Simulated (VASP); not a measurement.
# MgO (P6_3/mmc) in VASP: a series of runs

The runs below take MgO through single point, with PBEsol.

All numbers are computed with VASP 6.6.1; they aren't measurements. Logs are shortened: lines on timing, memory, paths and dates and some standing lists are left out, and cuts for length are marked.

### 1 The cell of the first run

It takes space group P6_3/mmc (No. 194, hexagonal). Conventional cell: a = 3.486 Å, b = 3.486 Å, c = 4.178 Å, α = 90.00°, β = 90.00°, γ = 120.00°. Within 2.7 Å of Mg (site symmetry -6m2) lie 5 O at 2.01 to 2.09 Å. O (site symmetry -6m2) has 5 Mg at 2.01 to 2.09 Å within 2.7 Å.

### 2 Single point, PBEsol

Contents of INCAR:

```
ALGO = Normal
EDIFF = 1E-6
ENCUT = 520
GGA = PS
ISIF = 2
ISMEAR = 0
LASPH = True
LCHARG = True
LELF = True
LREAL = False
LVHAR = True
LWAVE = False
NBANDS = 16
NELM = 100
PREC = Accurate
SIGMA = 0.05
```

Contents of KPOINTS:

```
k-points
0
Gamma
  9 9 6
```

Contents of POSCAR:

```
MgO
1.0
    3.4863778627      0.0000000000      0.0000000000
   -1.7431889314      3.0192917963      0.0000000000
    0.0000000000      0.0000000000      4.1780412200
Mg O
2 2
Direct
    0.6666666667      0.3333333333      0.7500000000
    0.3333333333      0.6666666667      0.2500000000
    0.6666666667      0.3333333333      0.2500000000
    0.3333333333      0.6666666667      0.7500000000
```

Potentials or basis: VASP PAW PBE potentials, release 64 (Mg, O).

Run with:

```console
> cat potpaw_PBE.64/Mg/POTCAR potpaw_PBE.64/O/POTCAR > POTCAR
> mpirun -np 1 vasp_std > vasp.out
```

OUTCAR:

```text
EDIFF = 1E-6
   ENCUT = 520
   GGA = PS
   ISIF = 2
   ISMEAR = 0
   LASPH = True
   LREAL = False
   NELM = 100
   PREC = Accurate

 ion  position               nearest neighbor table
   1  0.667  0.333  0.750-   4 2.01   4 2.01   4 2.01   3 2.09   3 2.09   2 2.90   2 2.90   2 2.90
                             2 2.90   2 2.90   2 2.90
   2  0.333  0.667  0.250-   3 2.01   3 2.01   3 2.01   4 2.09   4 2.09   1 2.90   1 2.90   1 2.90
                             1 2.90   1 2.90   1 2.90
   3  0.667  0.333  0.250-   2 2.01   2 2.01   2 2.01   1 2.09   1 2.09
   4  0.333  0.667  0.750-   1 2.01   1 2.01   1 2.01   2 2.09   2 2.09

  LATTYP: Found a hexagonal cell.
 ALAT       =     3.4863778627
 C/A-ratio  =     1.1983902447

  Lattice vectors:

 A1 = (   3.4863778627,   0.0000000000,   0.0000000000)
 A2 = (  -1.7431889314,   3.0192917963,   0.0000000000)
 A3 = (   0.0000000000,   0.0000000000,   4.1780412200)

Analysis of symmetry for initial positions (statically):
=====================================================================
 Subroutine PRICEL returns:
 Original cell was already a primitive cell.

 Routine SETGRP: Setting up the symmetry group for a
 hexagonal supercell.

 Subroutine GETGRP returns: Found 24 space group operations
 (whereof 12 operations were pure point group operations)
 out of a pool of 24 trial point group operations.

The static configuration has the point symmetry D_3d.
 The point group associated with its full space group is D_6h.

Analysis of symmetry for dynamics (positions and initial velocities):
=====================================================================
 Subroutine PRICEL returns:
 Original cell was already a primitive cell.

 Routine SETGRP: Setting up the symmetry group for a
 hexagonal supercell.

 Subroutine GETGRP returns: Found 24 space group operations
 (whereof 12 operations were pure point group operations)
 out of a pool of 24 trial point group operations.

The dynamic configuration has the point symmetry D_3d.
 The point group associated with its full space group is D_6h.

 Subroutine INISYM returns: Found 24 space group operations
 (whereof 12 operations are pure point group operations),
 and found     1 'primitive' translations

----------------------------------------------------------------------------------------

                                     Primitive cell

  volume of cell :      43.9797

  direct lattice vectors                    reciprocal lattice vectors
     3.486377863  0.000000000  0.000000000     0.286830642  0.165601748  0.000000000
    -1.743188931  3.019291796  0.000000000     0.000000000  0.331203497  0.000000000
     0.000000000  0.000000000  4.178041220     0.000000000  0.000000000  0.239346609

  length of vectors
     3.486377863  3.486377863  4.178041220     0.331203497  0.331203497  0.239346609

  position of ions in fractional coordinates (direct lattice)
     0.666666667  0.333333333  0.750000000
     0.333333333  0.666666667  0.250000000
     0.666666667  0.333333333  0.250000000
     0.333333333  0.666666667  0.750000000

  ion indices of the primitive-cell ions
   primitive index   ion index
                 1           1
                 2           2
                 3           3
                 4           4

----------------------------------------------------------------------------------------

 KPOINTS: k-points

Automatic generation of k-mesh.
 Grid dimensions read from file:
 generate k-points for:    9    9    6

 Generating k-lattice:

  Cartesian coordinates                     Fractional coordinates (reciprocal lattice)
     0.031870071  0.018400194  0.000000000     0.111111111 -0.000000000  0.000000000
     0.000000000  0.036800389  0.000000000     0.000000000  0.111111111  0.000000000
     0.000000000  0.000000000  0.039891102     0.000000000  0.000000000  0.166666667

  Length of vectors
     0.036800389  0.036800389  0.039891102

  Shift w.r.t. Gamma in fractional coordinates (k-lattice)
     0.000000000  0.000000000  0.000000000

 Subroutine IBZKPT returns following result:
 ===========================================

 Found     48 irreducible k-points:

 Following reciprocal coordinates:
            Coordinates               Weight
  0.000000  0.000000  0.000000      1.000000
  0.111111 -0.000000  0.000000      6.000000
  0.222222 -0.000000  0.000000      6.000000
  0.333333 -0.000000  0.000000      6.000000
  0.444444 -0.000000  0.000000      6.000000
  0.111111  0.111111  0.000000      6.000000
[... 16 lines left out ...]
  0.333333  0.222222  0.166667     24.000000
  0.333333  0.333333  0.166667      4.000000
 [... further k-points ...]
   k-points           NKPTS =     48   k-points in BZ     NKDIM =     48   number of bands    NBANDS=     16
   number of dos      NEDOS =    301   number of ions     NIONS =      4
   total plane-waves  NPLWV =  25088
   dimension x,y,z NGX =    28 NGY =   28 NGZ =   32
   dimension x,y,z NGXF=    56 NGYF=   56 NGZF=   64
   ions per type =               2   2
   NGX,Y,Z   is equivalent  to a cutoff of  13.35, 13.35, 12.73 a.u.
   NGXF,Y,Z  is equivalent  to a cutoff of  26.70, 26.70, 25.47 a.u.
 SYSTEM =  unknown system
   PREC   = accura    normal or accurate (medium, high low for compatibility)
   ISTART =      0    job   : 0-new  1-cont  2-samecut
   ICHARG =      2    charge: 1-file 2-atom 10-const
   ISPIN  =      1    spin polarized calculation?
   LNONCOLLINEAR =      F non collinear calculations
   LSORBIT =      F    spin-orbit coupling
   LASPH  =      T    aspherical Exc in radial PAW
   ENCUT  =  520.0 eV  38.22 Ry    6.18 a.u.   6.48  6.48  7.77*2*pi/ulx,y,z
   NELM   =    100;   NELMIN=  2; NELMDL= -5     # of ELM steps
   EDIFF  = 0.1E-05   stopping-criterion for ELM
   LREAL  =      F    real-space projection
   EDIFFG = 0.1E-04   stopping-criterion for IOM
   NSW    =      0    number of steps for IOM
   IBRION =     -1    ionic relax: 0-MD 1-quasi-New 2-CG
   NFREE  =      0    steps in history (QN), initial steepest desc. (CG)
   ISIF   =      2    stress and relaxation
   ISYM   =      2    0-nonsym 1-usesym 2-fastsym
   POTIM  = 0.5000    time-step for ionic-motion
   TEBEG  =    0.0;   TEEND  =   0.0 temperature during run
   PSTRESS=    0.0 pullay stress
   NELECT =      16.0000    total number of electrons
   NUPDOWN=      -1.0000    fix difference up-down
   EMIN   =  10.00;   EMAX   =-10.00  energy-range for DOS
   EFERMI =   0.00;   METHOD = LEGACY
   ISMEAR =     0;   SIGMA  =   0.05  broadening in eV -4-tet -1-fermi 0-gaus
   EFERMI_NEDOS =   21; number of points for ismear=-14 and -15
   IALGO  =     38    algorithm
   IMIX   =      4    mixing-type and parameters
     AMIX     =   0.40;   BMIX     =  1.00
     AMIX_MAG =   1.60;   BMIX_MAG =  1.00
  volume/ion in A,a.u.               =      10.99        74.20
  Fermi-wavevector in a.u.,A,eV,Ry     =   1.168685  2.208494 18.583167  1.365824
  Thomas-Fermi vector in A             =   2.305168
   LORBIT       =      0    0 simple, 1 ext, 2 COOP (PROOUT), +10 PAW based schemes
   GGA     = PS    functional components
   LHFCALC =     F    Hartree Fock is set to
   AEXX    =    0.0000 exact exchange contribution
   IVDW    =     0    specifies the selected vdW correction
   LEPSILON=     F    determine dielectric tensor
   LRPA    =     F    only Hartree local field effects (RPA)
 non-spin polarized calculation
 Gauss-broadening in eV      SIGMA  =   0.05
  energy-cutoff  :      520.00
  volume of cell :       43.98
 maximum number of plane-waves:      1204
 NGX is ok and might be reduce to    28
   NGX = 13   NGY = 13   NGZ = 15

 number of electron      15.9999999 magnetization

 Free energy of the ion-electron system (eV)
  ---------------------------------------------------
  ext. energy  EPLUGINS =         0.00000000
  ---------------------------------------------------
  free energy    TOTEN  =       -24.75823332 eV

  energy without entropy =      -24.75823332  energy(sigma->0) =      -24.75823332

 E-fermi :   2.1078     XC(G=0): -10.3132

 val. band max:        1.8827368703   @ k =   0.0000   0.0000   0.0000
 cond. band min:       5.1967573999   @ k =   0.0000   0.0000   0.0000
 fundamental gap:      3.3140205297
 Fermi energy:         2.1078101379

 k-point     1 :       0.0000    0.0000    0.0000
  band No.  band energies     occupation
      1     -14.9879      2.00000
      2     -13.5561      2.00000
      3      -1.8113      2.00000
      4       0.1268      2.00000
      5       0.1268      2.00000
      6       1.0703      2.00000
[... 8 lines left out ...]
     15      17.3449      0.00000
     16      17.4477      0.00000

 k-point     2 :       0.1111   -0.0000    0.0000
  band No.  band energies     occupation
      1     -14.9260      2.00000
      2     -13.5670      2.00000
      3      -1.7138      2.00000
      4      -0.0716      2.00000
      5       0.0290      2.00000
      6       0.7623      2.00000
[... 8 lines left out ...]
     15      16.8426      0.00000
     16      16.9165      0.00000

 k-point     3 :       0.2222   -0.0000    0.0000
  band No.  band energies     occupation
      1     -14.7547      2.00000
      2     -13.6063      2.00000
      3      -1.4340      2.00000
      4      -0.6553      2.00000
      5      -0.1753      2.00000
      6       0.3294      2.00000
[... 8 lines left out ...]
     15      15.8918      0.00000
     16      16.4254      0.00000
[... 362 lines left out ...]
 k-point    23 :       0.3333    0.2222    0.1667
  band No.  band energies     occupation
      1     -14.1545      2.00000
      2     -13.8733      2.00000
      3      -1.6990      2.00000
      4      -1.0940      2.00000
      5      -0.6704      2.00000
      6       0.3393      2.00000
[... 8 lines left out ...]
     15      15.9412      0.00000
     16      17.5082      0.00000

 k-point    24 :       0.3333    0.3333    0.1667
  band No.  band energies     occupation
      1     -13.9993      2.00000
      2     -13.9993      2.00000
      3      -1.6740      2.00000
      4      -0.9644      2.00000
      5      -0.9644      2.00000
      6       0.6879      2.00000
[... 8 lines left out ...]
     15      15.8263      0.00000
     16      18.3278      0.00000

 [... further k-points ...]

------------------------ aborting loop because EDIFF is reached ----------------------------------------

  FORCE on cell =-STRESS in cart. coord.  units (eV):
  Direction    XX          YY          ZZ          XY          YZ          ZX
  --------------------------------------------------------------------------------------
  -------------------------------------------------------------------------------------
  Total        0.1806438      0.1806438      0.2603709     -0.0000000     -0.0000000      0.0000000
  in kB        6.5808403      6.5808403      9.4852928     -0.0000000     -0.0000000      0.0000000
  external PRESSURE =       7.5489911 kB  Pullay stress =       0.0000000 kB

 VOLUME and BASIS-vectors are now :
 -----------------------------------------------------------------------------
  energy-cutoff  :      520.00
  volume of cell :       43.98
      direct lattice vectors                 reciprocal lattice vectors
     3.486377863  0.000000000  0.000000000     0.286830642  0.165601748  0.000000000
    -1.743188931  3.019291796  0.000000000     0.000000000  0.331203497  0.000000000
     0.000000000  0.000000000  4.178041220     0.000000000  0.000000000  0.239346609

 POSITION                                       TOTAL-FORCE (eV/Angst)
 -----------------------------------------------------------------------------------
      1.74319      1.00643      3.13353         0.000000      0.000000     -0.000000
     -0.00000      2.01286      1.04451        -0.000000      0.000000     -0.000000
      1.74319      1.00643      1.04451         0.000000      0.000000      0.000000
     -0.00000      2.01286      3.13353        -0.000000     -0.000000      0.000000
 -----------------------------------------------------------------------------------
    total drift:                               -0.000000      0.000000     -0.000000

  FREE ENERGIE OF THE ION-ELECTRON SYSTEM (eV)
  ---------------------------------------------------
  free  energy   TOTEN  =       -24.7582333230 eV

  energy  without entropy=      -24.7582333230  energy(sigma->0) =      -24.75823332
```

Run time: 52 s. Hardware: 1 thread of Intel Xeon 8259CL, shared host; peak memory 0.18 GiB.

Results:

```
Free energy            : -24.7582 eV
Pressure               : 0.8 GPa
Band gap on the k mesh : 3.31 eV, direct
```

Stress tensor (GPa, compression positive):
```
0.66 0.00 0.00
0.00 0.66 0.00
0.00 0.00 0.95
```

Caveat: the PAW data sets were made with another functional, which shifts forces and pressure a little.

### 3 Single point, PBEsol

Contents of INCAR:

```
SYSTEM = MgO
PREC = Accurate
ENCUT = 520
EDIFF = 1E-6
ISMEAR = 0
SIGMA = 0.05
LREAL = .FALSE.
LASPH = .TRUE.
NELM = 80
ALGO = Normal
ISIF = 2
LWAVE = .FALSE.
LCHARG = .FALSE.
GGA = PS
NBANDS = 16
```

Contents of KPOINTS:

```
regular mesh
0
G
  9 9 6
  0 0 0
```

POSCAR is that of step 2.

Potentials or basis: VASP PAW PBE potentials, release 64 (Mg, O).

Run with:

```console
> cat potpaw_PBE.64/Mg/POTCAR potpaw_PBE.64/O/POTCAR > POTCAR
> mpirun -np 1 vasp_std > vasp.out
```

OUTCAR:

```text
SYSTEM = MgO
   PREC = Accurate
   ENCUT = 520
   EDIFF = 1E-6
   ISMEAR = 0
   LREAL = .FALSE.
   LASPH = .TRUE.
   NELM = 80
   ISIF = 2
   GGA = PS

 ion  position               nearest neighbor table
   1  0.667  0.333  0.750-   4 2.01   4 2.01   4 2.01   3 2.09   3 2.09   2 2.90   2 2.90   2 2.90
                             2 2.90   2 2.90   2 2.90
   2  0.333  0.667  0.250-   3 2.01   3 2.01   3 2.01   4 2.09   4 2.09   1 2.90   1 2.90   1 2.90
                             1 2.90   1 2.90   1 2.90
   3  0.667  0.333  0.250-   2 2.01   2 2.01   2 2.01   1 2.09   1 2.09
   4  0.333  0.667  0.750-   1 2.01   1 2.01   1 2.01   2 2.09   2 2.09

  LATTYP: Found a hexagonal cell.
 ALAT       =     3.4863778627
 C/A-ratio  =     1.1983902447

  Lattice vectors:

 A1 = (   3.4863778627,   0.0000000000,   0.0000000000)
 A2 = (  -1.7431889314,   3.0192917963,   0.0000000000)
 A3 = (   0.0000000000,   0.0000000000,   4.1780412200)

Analysis of symmetry for initial positions (statically):
=====================================================================
 Subroutine PRICEL returns:
 Original cell was already a primitive cell.

 Routine SETGRP: Setting up the symmetry group for a
 hexagonal supercell.

[... 177 lines left out ...]
 fundamental gap:      3.3140205297
 Fermi energy:         2.1078101379

 k-point     1 :       0.0000    0.0000    0.0000
  band No.  band energies     occupation
      1     -14.9879      2.00000
      2     -13.5561      2.00000
      3      -1.8113      2.00000
      4       0.1268      2.00000
      5       0.1268      2.00000
      6       1.0703      2.00000
[... 433 lines left out ...]
      3      -1.6740      2.00000
      4      -0.9644      2.00000
      5      -0.9644      2.00000
      6       0.6879      2.00000
[... 8 lines left out ...]
     15      15.8263      0.00000
     16      18.3278      0.00000

 [... further k-points ...]

------------------------ aborting loop because EDIFF is reached ----------------------------------------

  FORCE on cell =-STRESS in cart. coord.  units (eV):
  Direction    XX          YY          ZZ          XY          YZ          ZX
  --------------------------------------------------------------------------------------
  -------------------------------------------------------------------------------------
  Total        0.1806438      0.1806438      0.2603709     -0.0000000     -0.0000000      0.0000000
  in kB        6.5808403      6.5808403      9.4852928     -0.0000000     -0.0000000      0.0000000
  external PRESSURE =       7.5489911 kB  Pullay stress =       0.0000000 kB

 VOLUME and BASIS-vectors are now :
 -----------------------------------------------------------------------------
  energy-cutoff  :      520.00
  volume of cell :       43.98
      direct lattice vectors                 reciprocal lattice vectors
     3.486377863  0.000000000  0.000000000     0.286830642  0.165601748  0.000000000
    -1.743188931  3.019291796  0.000000000     0.000000000  0.331203497  0.000000000
     0.000000000  0.000000000  4.178041220     0.000000000  0.000000000  0.239346609

 POSITION                                       TOTAL-FORCE (eV/Angst)
 -----------------------------------------------------------------------------------
      1.74319      1.00643      3.13353         0.000000      0.000000     -0.000000
     -0.00000      2.01286      1.04451        -0.000000      0.000000     -0.000000
      1.74319      1.00643      1.04451         0.000000      0.000000      0.000000
     -0.00000      2.01286      3.13353        -0.000000     -0.000000      0.000000
 -----------------------------------------------------------------------------------
    total drift:                               -0.000000      0.000000     -0.000000

  FREE ENERGIE OF THE ION-ELECTRON SYSTEM (eV)
  ---------------------------------------------------
  free  energy   TOTEN  =       -24.7582333230 eV

  energy  without entropy=      -24.7582333230  energy(sigma->0) =      -24.75823332
```

stdout:

```text
POSCAR found type information on POSCAR MgO
 POSCAR found :  2 types and       4 ions
 scaLAPACK will be used
 -----------------------------------------------------------------------------
|                                                                             |
|                                                                             |
|     You enforced a specific xc type in the INCAR file but a different       |
|     I HOPE YOU KNOW WHAT YOU ARE DOING!                                     |
|                                                                             |
 -----------------------------------------------------------------------------

 LDA part: xc-table for (Slater+PW92), standard interpolation
 POSCAR, INCAR and KPOINTS ok, starting setup
 FFT: planning ... GRIDC
 FFT: planning ... GRID_SOFT
 FFT: planning ... GRID
 WAVECAR not read
 entering main loop
```

It took 55 s on 1 thread of Intel Xeon 8259CL, shared host; peak memory 0.18 GiB.

What came out:

```yaml
Free_energy: -24.7582 eV
Pressure: 0.8 GPa
Band_gap_on_the_k_mesh: 3.31 eV, direct
```

Caveat: the PAW data sets were made with another functional, which shifts forces and pressure a little.
